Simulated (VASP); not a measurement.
A run of VASP 6.6.1:

The input POSCAR:

```
BN
1.0
    2.6457080014      0.0000000000      0.0000000000
   -1.3228540007      2.2912503402      0.0000000000
    0.0000000000      0.0000000000      4.1896410019
B N
2 2
Direct
    0.3333333333      0.6666666667      0.0003656847
    0.6666666667      0.3333333333      0.5003656847
    0.3333333333      0.6666666667      0.3746343153
    0.6666666667      0.3333333333      0.8746343153
```

INCAR.step1

```
SYSTEM = BN
PREC     = Accurate       ! precision mode
ENCUT    = 520            ! plane-wave cutoff, eV
ISMEAR   = 0              ! smearing method
SIGMA    = 0.01           ! smearing width, eV
LREAL    = .FALSE.        ! projectors in reciprocal space
LASPH    = .TRUE.         ! aspherical terms in the spheres
NELM     = 80             ! most SCF steps
NBANDS   = 16             ! bands
GGA      = PE             ! functional
ALGO     = Normal         ! electronic algorithm
EDIFF    = 1E-4           ! SCF threshold, eV
LWAVE    = .TRUE.         ! write WAVECAR
LCHARG   = .FALSE.        ! write CHGCAR
```

The input INCAR.step2:

```
SYSTEM = BN
PREC     = Accurate       ! precision mode
ENCUT    = 520            ! plane-wave cutoff, eV
EDIFF    = 1E-7           ! SCF threshold, eV
ISMEAR   = 0              ! smearing method
SIGMA    = 0.01           ! smearing width, eV
LREAL    = .FALSE.        ! projectors in reciprocal space
LASPH    = .TRUE.         ! aspherical terms in the spheres
NELM     = 80             ! most SCF steps
ALGO     = Normal         ! electronic algorithm
ISIF     = 2              ! what is computed and relaxed
LWAVE    = .FALSE.        ! write WAVECAR
LCHARG   = .FALSE.        ! write CHGCAR
METAGGA  = R2SCAN         ! meta-GGA
LMIXTAU  = .TRUE.       
NBANDS   = 16             ! bands
ISTART   = 1
```

Contents of KPOINTS:

```
Automatic mesh
0
G
  12 12 6
  0 0 0
```

Potentials or basis: VASP PAW PBE potentials, release 64 (B, N).

Run with:

```sh
$ cat potpaw_PBE.64/B/POTCAR potpaw_PBE.64/N/POTCAR > POTCAR
$ cp INCAR.step1 INCAR
$ mpirun -np 1 vasp_std > vasp.out
$ cp INCAR.step2 INCAR
$ mpirun -np 1 vasp_std > vasp.out
```

Hardware: 1 thread of Intel Xeon 6975P-C (shared host).

**Question.** Estimate the wall time of this run.

**Answer.** Wall time 68 s on 1 thread of Intel Xeon 6975P-C, with other jobs on the host, peak memory 0.15 GiB. Counts: k points 76.
